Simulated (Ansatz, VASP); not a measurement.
In2SiH2: VASP beside Ansatz

```
In Si H
1.0
     5.64664    0.00000    0.00000
    -2.82332    4.89013    0.00000
     0.00000    0.00000    6.47348
In Si H
4 2 4
Cartesian
  0.0000 0.0000 1.3897
  0.0000 0.0000 5.0838
  0.0000 3.2601 0.0000
  2.8233 1.6300 0.0000
  0.0000 3.2601 3.2367
  2.8233 1.6300 3.2367
  0.0000 0.0000 3.2367
  2.8233 0.0000 3.2367
  -1.4117 2.4451 3.2367
  1.4117 2.4451 3.2367
```

Alike in both runs: functional PBE; k mesh 3 × 3 × 2; occupations gaussian, width 0.15 eV; no spin polarisation.

Ansatz relaxed the structure, and its values are those at the end. VASP's run is a single point on that final structure, the one shown.

```csv
,VASP,Ansatz
version,VASP 6.6.1,Ansatz 0.2.0
potentials or method,"VASP PAW PBE potentials, release 64 (In_d, Si, H), cutoff 520 eV","scalar-relativistic, plane waves, PAW"
valence electrons in the cell,64,64
```

```csv
,VASP,Ansatz,Ansatz less VASP
gap on the k mesh at the Fermi level (eV),none,none,-
pressure (GPa),0.4,0.5,+0.05
rms of the force components (eV/Å),0.009,0.009,+0.0006
```

A gap of «none» marks a metal or a gap that the smearing closes.

The k mesh is coarse, so the values compare programs but aren't converged.
